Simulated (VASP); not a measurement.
Runs of VASP 6.6.1 on BN. The structure is that of space group F-43m (No. 216), or close to it. The cells are those of the table. 

| level | cell | smearing | gap on the mesh (eV) | pressure (GPa) | largest force (eV/Å) |
| --- | --- | --- | --- | --- | --- |
| r2SCAN | a = 2.553, b = 2.553, c = 2.498 Å, angles 60.7, 60.7, 61.4°, 2 atoms | gaussian 0.01 eV | 4.76 | 2.0 | 0.01 |
| r2SCAN | a = 2.615, b = 2.615, c = 2.552 Å, angles 60.8, 60.8, 58.4°, 2 atoms | gaussian 0.01 eV | 4.50 | -16.0 | - |
| PBE | a = 2.553, b = 2.553, c = 2.498 Å, angles 60.7, 60.7, 61.4°, 2 atoms | fermi-dirac 0.02 eV | 4.25 | 5.8 | 0.06 |
| PBE | a = 2.615, b = 2.615, c = 2.552 Å, angles 60.8, 60.8, 58.4°, 2 atoms | fermi-dirac 0.02 eV | 4.00 | -12.0 | - |
| PBE | a = 2.501 Å, angles 61.4°, 2 atoms | fermi-dirac 0.02 eV | 4.35 | 18.3 | (b) |
| r2SCAN | a = 2.501 Å, angles 61.4°, 2 atoms | gaussian 0.01 eV | 4.87 | (a) | 0.01 |

Alike in all rows: task single point; potentials or basis VASP PAW PBE potentials, release 64 (B, N); no spin polarisation; k mesh 12 × 12 × 12; cutoff (eV) 520.

Problem. Fill in the values left out.

Solution. (a) 14.6; (b) 0.05.

Caveats: the PAW data sets were made with another functional, which shifts forces and pressure a little (some runs).

A k mesh can miss the band edges.
